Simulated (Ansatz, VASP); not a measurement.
# Two plane-wave programs on Fe

```
Fe
1.0
    -1.43325    1.43325    1.43325
     1.43325   -1.43325    1.43325
     1.43325    1.43325   -1.43325
Fe
1
Direct
  0.00000 0.00000 0.00000
```

Alike in both runs: task relaxation of cell and atoms; functional PBE; k mesh 15 × 15 × 15; occupations fermi-dirac, width 0.1 eV; no spin polarisation.

|  | VASP | Ansatz |
| --- | --- | --- |
| version | VASP 6.6.1 | Ansatz 0.2.0 |
| potentials or method | VASP PAW PBE potentials, release 64 (Fe), cutoff 600 eV | plane waves (420 eV) with PAW, scalar-relativistic |
| valence electrons in the cell | 8 | 16 |

Ansatz gave:

* relaxed volume (Å³/atom): 10.53
* relaxed cell length with the largest relative difference (Å): 2.392

Question: Estimate VASP's values.

Answer: Relaxed volume (Å³/atom): 10.51; relaxed cell length with the largest relative difference (Å): 2.390.

VASP's potentials hold 8 valence electrons a cell and Ansatz's 16, so a difference there can come from the potentials and not from the codes.
